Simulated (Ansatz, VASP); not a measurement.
## BN in VASP and in Ansatz

The input INCAR:

```
PREC = Accurate ; ENCUT = 520
EDIFF = 1E-6 ; ISMEAR = 0
SIGMA = 0.05 ; LREAL = F
LASPH = T ; NELM = 100
ALGO = Normal ; ISIF = 2
LWAVE = F ; LCHARG = F
NBANDS = 16
```

KPOINTS

```
Automatic mesh
0
Gamma
  12 12 4
```

Contents of POSCAR:

```
BN
1.0
    2.5879179847      0.0000000000      0.0000000000
   -1.2939589924      2.2412027177      0.0000000000
    0.0000000000      0.0000000000      6.4371871953
B N
2 2
Direct
    0.3333333333      0.6666666667      0.2500000000
    0.6666666667      0.3333333333      0.7500000000
    0.3333333333      0.6666666667      0.7500000000
    0.6666666667      0.3333333333      0.2500000000
```

Input for Ansatz:

```yaml
crystal:
  lattice:
    - [2.5879179847, 0.0, 0.0]
    - [-1.2939589924, 2.2412027177, 0.0]
    - [0.0, 0.0, 6.4371871953]
  atoms:
    - { symbol: B, position: [0.3333333333, 0.6666666667, 0.25] }
    - { symbol: B, position: [0.6666666667, 0.3333333333, 0.75] }
    - { symbol: "N", position: [0.3333333333, 0.6666666667, 0.75] }
    - { symbol: "N", position: [0.6666666667, 0.3333333333, 0.25] }
basis:
  ecutwfc: 520.0
kpoints:
  mp_grid: { grid: [12, 12, 4] }
hamiltonian:
  xc: lda
  pseudopotentials: { kind: paw, azcp: { folder: soft_1 } }
scf:
  occupations: { method: gaussian, width: 0.05 }
output:
  forces: true
  stress: true
  eigenvalues: true
```

Alike in both runs: task single point; functional LDA; k mesh 12 × 12 × 4; occupations gaussian, width 0.05 eV; no spin polarisation.

|  | VASP | Ansatz |
| --- | --- | --- |
| version | VASP 6.6.1 | Ansatz 0.2.0 |
| potentials or method | VASP PAW LDA potentials, release 64 (B, N), cutoff 520 eV | scalar-relativistic, plane waves, PAW |
| valence electrons in the cell | 16 | 16 |

VASP gave:

- gap on the k mesh at the Fermi level (eV): 3.83
- least direct gap on the mesh (eV): 4.15
- pressure (GPa): -24.8
- traceless stress, the component that is largest in VASP (GPa): 24.56

Question: Estimate Ansatz's values.

Answer: gap on the k mesh at the Fermi level (eV): 3.84; least direct gap on the mesh (eV): 4.16; pressure (GPa): -25.2; traceless stress, the component that is largest in VASP (GPa): 25.21.

Ansatz warns that its potentials were made for another functional, while VASP's fit it. LDA's correlation is that of Perdew and Zunger in VASP and of Perdew and Wang (1992) in Ansatz.
